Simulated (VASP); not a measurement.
# BN (P6_3/mmc) in VASP: settings compared

The runs below take BN through single point, with HSE06, PBE-based screened hybrid with 5 % exact exchange, PBE-based screened hybrid with 10 % exact exchange, PBE-based screened hybrid with 15 % exact exchange.

Everything below comes from runs of VASP 6.6.1. Logs are shortened: lines on timing, memory, paths and dates and some standing lists are left out, and cuts for length are marked.

### Step 1. The cell of the first run

Symmetry: P6_3/mmc, No. 194, hexagonal system. The conventional cell has a = 2.495 Å, b = 2.495 Å, c = 7.929 Å, α = 90.00°, β = 90.00°, γ = 120.00°. N (site symmetry -6m2) has 3 B at 1.44 Å within 1.9 Å. B (site symmetry -6m2) has 3 N at 1.44 Å within 1.9 Å.

### Step 2. Single point, HSE06

File POSCAR:

```
BN
1.0
    2.4954074585      0.0000000000      0.0000000000
   -1.2477037293      2.1610862519      0.0000000000
    0.0000000000      0.0000000000      7.9285541703
N B
2 2
Direct
    0.6666666667      0.3333333333      0.2500000000
    0.3333333333      0.6666666667      0.7500000000
    0.6666666667      0.3333333333      0.7500000000
    0.3333333333      0.6666666667      0.2500000000
```

File INCAR.step1:

```
SYSTEM = BN
ALGO = Normal
EDIFF = 1E-5
ENCUT = 520
GGA = PE
ISIF = 2
ISMEAR = -1
LASPH = .TRUE.
LCHARG = .FALSE.
LREAL = .FALSE.
LWAVE = .TRUE.
NBANDS = 16
NELM = 60
PREC = Accurate
SIGMA = 0.05
```

File INCAR.step2:

```
SYSTEM = BN
ALGO = Normal
EDIFF = 1E-6
ENCUT = 520
GGA = PE
HFSCREEN = 0.2079
ISIF = 2
ISMEAR = -1
ISTART = 1
LASPH = .TRUE.
LCHARG = .FALSE.
LHFCALC = .TRUE.
LREAL = .FALSE.
LWAVE = .FALSE.
NBANDS = 16
NELM = 60
PREC = Accurate
PRECFOCK = Normal
SIGMA = 0.05
```

File KPOINTS:

```
k-points
0
G
  6 6 2
  0 0 0
```

Potentials or basis: VASP PAW PBE potentials, release 64 (N, B).

On the command line:

```console
cat potpaw_PBE.64/N/POTCAR potpaw_PBE.64/B/POTCAR > POTCAR
cp INCAR.step1 INCAR
mpirun -np 1 vasp_std > vasp.out
cp INCAR.step2 INCAR
mpirun -np 1 vasp_std > vasp.out
```

OUTCAR:

```text
SYSTEM = BN
   EDIFF = 1E-6
   ENCUT = 520
   GGA = PE
   HFSCREEN = 0.2079
   ISIF = 2
   ISMEAR = -1
   ISTART = 1
   LASPH = .TRUE.
   LHFCALC = .TRUE.
   LREAL = .FALSE.
   NELM = 60
   PREC = Accurate
   PRECFOCK = Normal

 ion  position               nearest neighbor table
   1  0.667  0.333  0.250-   4 1.44   4 1.44   4 1.44
   2  0.333  0.667  0.750-   3 1.44   3 1.44   3 1.44
   3  0.667  0.333  0.750-   2 1.44   2 1.44   2 1.44
   4  0.333  0.667  0.250-   1 1.44   1 1.44   1 1.44

  LATTYP: Found a hexagonal cell.
 ALAT       =     2.4954074585
 C/A-ratio  =     3.1772583444

  Lattice vectors:

 A1 = (   2.4954074585,   0.0000000000,   0.0000000000)
 A2 = (  -1.2477037293,   2.1610862519,   0.0000000000)
 A3 = (   0.0000000000,   0.0000000000,   7.9285541703)

Analysis of symmetry for initial positions (statically):
=====================================================================
 Subroutine PRICEL returns:
 Original cell was already a primitive cell.

 Routine SETGRP: Setting up the symmetry group for a
 hexagonal supercell.

 Subroutine GETGRP returns: Found 24 space group operations
 (whereof 12 operations were pure point group operations)
 out of a pool of 24 trial point group operations.

The static configuration has the point symmetry D_3d.
 The point group associated with its full space group is D_6h.

Analysis of symmetry for dynamics (positions and initial velocities):
=====================================================================
 Subroutine PRICEL returns:
 Original cell was already a primitive cell.

 Routine SETGRP: Setting up the symmetry group for a
 hexagonal supercell.

 Subroutine GETGRP returns: Found 24 space group operations
 (whereof 12 operations were pure point group operations)
 out of a pool of 24 trial point group operations.

The dynamic configuration has the point symmetry D_3d.
 The point group associated with its full space group is D_6h.

 Subroutine INISYM returns: Found 24 space group operations
 (whereof 12 operations are pure point group operations),
 and found     1 'primitive' translations

----------------------------------------------------------------------------------------

                                     Primitive cell

  volume of cell :      42.7570

  direct lattice vectors                    reciprocal lattice vectors
     2.495407458  0.000000000  0.000000000     0.400736159  0.231365129  0.000000000
    -1.247703729  2.161086252  0.000000000     0.000000000  0.462730259  0.000000000
     0.000000000  0.000000000  7.928554170     0.000000000  0.000000000  0.126126401

  length of vectors
     2.495407458  2.495407459  7.928554170     0.462730259  0.462730259  0.126126401

  position of ions in fractional coordinates (direct lattice)
     0.666666667  0.333333333  0.250000000
     0.333333333  0.666666667  0.750000000
     0.666666667  0.333333333  0.750000000
     0.333333333  0.666666667  0.250000000

  ion indices of the primitive-cell ions
   primitive index   ion index
                 1           1
                 2           2
                 3           3
                 4           4

----------------------------------------------------------------------------------------

 KPOINTS: k-points

Automatic generation of k-mesh.
 Grid dimensions read from file:
 generate k-points for:    6    6    2

 Generating k-lattice:

  Cartesian coordinates                     Fractional coordinates (reciprocal lattice)
     0.066789360  0.038560855  0.000000000     0.166666667 -0.000000000  0.000000000
     0.000000000  0.077121710  0.000000000     0.000000000  0.166666667  0.000000000
     0.000000000  0.000000000  0.063063200     0.000000000  0.000000000  0.500000000

  Length of vectors
     0.077121710  0.077121710  0.063063200

  Shift w.r.t. Gamma in fractional coordinates (k-lattice)
     0.000000000  0.000000000  0.000000000

 Subroutine IBZKPT returns following result:
 ===========================================

 Found     14 irreducible k-points:

 Following reciprocal coordinates:
            Coordinates               Weight
  0.000000  0.000000  0.000000      1.000000
  0.166667 -0.000000  0.000000      6.000000
  0.333333 -0.000000  0.000000      6.000000
  0.500000  0.000000  0.000000      3.000000
  0.166667  0.166667  0.000000      6.000000
  0.333333  0.166667  0.000000     12.000000
  0.333333  0.333333  0.000000      2.000000
  0.000000  0.000000  0.500000      1.000000
  0.166667 -0.000000  0.500000      6.000000
  0.333333 -0.000000  0.500000      6.000000
  0.500000  0.000000  0.500000      3.000000
  0.166667  0.166667  0.500000      6.000000
  0.333333  0.166667  0.500000     12.000000
  0.333333  0.333333  0.500000      2.000000
   k-points           NKPTS =     14   k-points in BZ     NKDIM =     72   number of bands    NBANDS=     16
   number of dos      NEDOS =    301   number of ions     NIONS =      4
   total plane-waves  NPLWV =  24000
   dimension x,y,z NGX =    20 NGY =   20 NGZ =   60
   dimension x,y,z NGXF=    40 NGYF=   40 NGZF=  120
   ions per type =               2   2
   NGX,Y,Z   is equivalent  to a cutoff of  13.32, 13.32, 12.58 a.u.
   NGXF,Y,Z  is equivalent  to a cutoff of  26.65, 26.65, 25.16 a.u.
 SYSTEM =  BN
   PREC   = accura    normal or accurate (medium, high low for compatibility)
   ISTART =      1    job   : 0-new  1-cont  2-samecut
   ICHARG =      0    charge: 1-file 2-atom 10-const
   ISPIN  =      1    spin polarized calculation?
   LNONCOLLINEAR =      F non collinear calculations
   LSORBIT =      F    spin-orbit coupling
   LASPH  =      T    aspherical Exc in radial PAW
   ENCUT  =  520.0 eV  38.22 Ry    6.18 a.u.   4.64  4.64 14.74*2*pi/ulx,y,z
   NELM   =     60;   NELMIN=  2; NELMDL=  0     # of ELM steps
   EDIFF  = 0.1E-05   stopping-criterion for ELM
   LREAL  =      F    real-space projection
   EDIFFG = 0.1E-04   stopping-criterion for IOM
   NSW    =      0    number of steps for IOM
   IBRION =     -1    ionic relax: 0-MD 1-quasi-New 2-CG
   NFREE  =      0    steps in history (QN), initial steepest desc. (CG)
   ISIF   =      2    stress and relaxation
   ISYM   =      3    0-nonsym 1-usesym 2-fastsym
   POTIM  = 0.5000    time-step for ionic-motion
   TEBEG  =    0.0;   TEEND  =   0.0 temperature during run
   PSTRESS=    0.0 pullay stress
   NELECT =      16.0000    total number of electrons
   NUPDOWN=      -1.0000    fix difference up-down
   EMIN   =  10.00;   EMAX   =-10.00  energy-range for DOS
   EFERMI =   0.00;   METHOD = LEGACY
   ISMEAR =    -1;   SIGMA  =   0.05  broadening in eV -4-tet -1-fermi 0-gaus
   EFERMI_NEDOS =   21; number of points for ismear=-14 and -15
   IALGO  =     38    algorithm
   IMIX   =      1    mixing-type and parameters
     AMIX     =   0.40;   BMIX     =  1.00
     AMIX_MAG =   1.60;   BMIX_MAG =  1.00
  volume/ion in A,a.u.               =      10.69        72.13
  Fermi-wavevector in a.u.,A,eV,Ry     =   1.179720  2.229348 18.935765  1.391739
  Thomas-Fermi vector in A             =   2.316026
   LORBIT       =      0    0 simple, 1 ext, 2 COOP (PROOUT), +10 PAW based schemes
   GGA     = PE    functional components
   LHFCALC =     T    Hartree Fock is set to
   PRECFOCK=normal    Normal, Fast or Accurate (Low or Medium for compatibility)
   ENCUT4O =  -1.0   cutoff for four orbital integrals eV
   NKREDX  =     1    reduce k-point grid by
   NKREDY  =     1    reduce k-point grid by
   NKREDZ  =     1    reduce k-point grid by
   AEXX    =    0.2500 exact exchange contribution
   HFSCREEN=    0.2079 screening length (either q_TF or 0.3 A-1)
   HFSCREENC=   0.2079 screening length for correlation (either q_TF or 0.3 A-1)
   ENCUTFOCK=  -1.0 apply spherical cutoff to Coloumb kernel
   IVDW    =     0    specifies the selected vdW correction
   LEPSILON=     F    determine dielectric tensor
   LRPA    =     F    only Hartree local field effects (RPA)
 non-spin polarized calculation
  energy-cutoff  :      520.00
  volume of cell :       42.76
 maximum number of plane-waves:      1170
 NGX is ok and might be reduce to    20
  NGX = 14; NGY = 14; NGZ = 48

 number of electron      15.9999997 magnetization

 Free energy of the ion-electron system (eV)
  ---------------------------------------------------
  ext. energy  EPLUGINS =         0.00000000
  ---------------------------------------------------
  free energy    TOTEN  =       -40.81650974 eV

  energy without entropy =      -40.81650974  energy(sigma->0) =      -40.81650974

 E-fermi :   1.3456     XC(G=0):  -7.4170

 val. band max:        0.2073480065   @ k =   0.3333   0.3333   0.5000
 cond. band min:       5.7971254997   @ k =   0.0000   0.0000   0.0000
 fundamental gap:      5.5897774932
 Fermi energy:         1.3455818683

 k-point     1 :       0.0000    0.0000    0.0000
  band No.  band energies     occupation
      1     -19.3571      2.00000
      2     -19.2885      2.00000
      3      -6.0007      2.00000
      4      -5.1383      2.00000
      5      -1.3671      2.00000
      6      -1.3671      2.00000
[... 8 lines left out ...]
     15      13.6584      0.00000
     16      15.1436      0.00000

 k-point     2 :       0.1667   -0.0000    0.0000
  band No.  band energies     occupation
      1     -18.7778      2.00000
      2     -18.7143      2.00000
      3      -5.1920      2.00000
      4      -4.3683      2.00000
      5      -3.5138      2.00000
      6      -3.5094      2.00000
[... 8 lines left out ...]
     15      15.4845      0.00000
     16      16.0023      0.00000

 k-point     3 :       0.3333   -0.0000    0.0000
  band No.  band energies     occupation
      1     -17.2199      2.00000
      2     -17.1731      2.00000
      3      -7.4377      2.00000
      4      -7.4253      2.00000
      5      -3.8189      2.00000
      6      -3.8084      2.00000
[... 8 lines left out ...]
     15      16.9426      0.00000
     16      19.7527      0.00000
[... 172 lines left out ...]
 k-point    13 :       0.3333    0.1667    0.5000
  band No.  band energies     occupation
      1     -16.0492      2.00000
      2     -16.0492      2.00000
      3      -8.7318      2.00000
      4      -8.7318      2.00000
      5      -5.7045      2.00000
      6      -5.7045      2.00000
[... 8 lines left out ...]
     15      17.0756      0.00000
     16      17.0756      0.00000

 k-point    14 :       0.3333    0.3333    0.5000
  band No.  band energies     occupation
      1     -15.3166      2.00000
      2     -15.3166      2.00000
      3      -8.5160      2.00000
      4      -8.5160      2.00000
      5      -7.7811      2.00000
      6      -7.7811      2.00000
[... 8 lines left out ...]
     15      18.3000      0.00000
     16      18.3000      0.00000

------------------------ aborting loop because EDIFF is reached ----------------------------------------

  FORCE on cell =-STRESS in cart. coord.  units (eV):
  Direction    XX          YY          ZZ          XY          YZ          ZX
  --------------------------------------------------------------------------------------
  -------------------------------------------------------------------------------------
  Total        0.0918828      0.0918828     -0.0337455     -0.0000000     -0.0000000      0.0000000
  in kB        3.4429999      3.4429999     -1.2644999     -0.0000000     -0.0000000      0.0000000
  external PRESSURE =       1.8738333 kB  Pullay stress =       0.0000000 kB

 VOLUME and BASIS-vectors are now :
 -----------------------------------------------------------------------------
  energy-cutoff  :      520.00
  volume of cell :       42.76
      direct lattice vectors                 reciprocal lattice vectors
     2.495407458  0.000000000  0.000000000     0.400736159  0.231365129  0.000000000
    -1.247703729  2.161086252  0.000000000     0.000000000  0.462730259  0.000000000
     0.000000000  0.000000000  7.928554170     0.000000000  0.000000000  0.126126401

 POSITION                                       TOTAL-FORCE (eV/Angst)
 -----------------------------------------------------------------------------------
      1.24770      0.72036      1.98214        -0.000000      0.000000      0.000000
     -0.00000      1.44072      5.94642         0.000000      0.000000      0.000000
      1.24770      0.72036      5.94642         0.000000     -0.000000     -0.000000
     -0.00000      1.44072      1.98214        -0.000000      0.000000     -0.000000
 -----------------------------------------------------------------------------------
    total drift:                                0.000000     -0.000000      0.000000

  FREE ENERGIE OF THE ION-ELECTRON SYSTEM (eV)
  ---------------------------------------------------
  free  energy   TOTEN  =       -40.8165097366 eV

  energy  without entropy=      -40.8165097366  energy(sigma->0) =      -40.81650974
```

It took 3.3 min on 1 thread of Intel Xeon 6975P-C (Granite Rapids), shared host; peak memory 0.26 GiB.

Results:

```yaml
Free_energy: -40.8165 eV
Pressure: 0.2 GPa
Band_gap_on_the_k_mesh: 5.59 eV (least direct gap 6.10 eV)
```

Stress tensor (GPa, compression positive):
```
 0.34  0.00  0.00
 0.00  0.34  0.00
 0.00  0.00 -0.13
```

Caveat: the k points lie up to 0.48 Å⁻¹ apart; the PAW data sets were made with another functional, which shifts forces and pressure a little; this functional lacks dispersion, which binds the layers, so the pressure and a relaxed spacing across them are unreliable. A k mesh can miss the band edges.

(Part 1 of 2 ends here.)
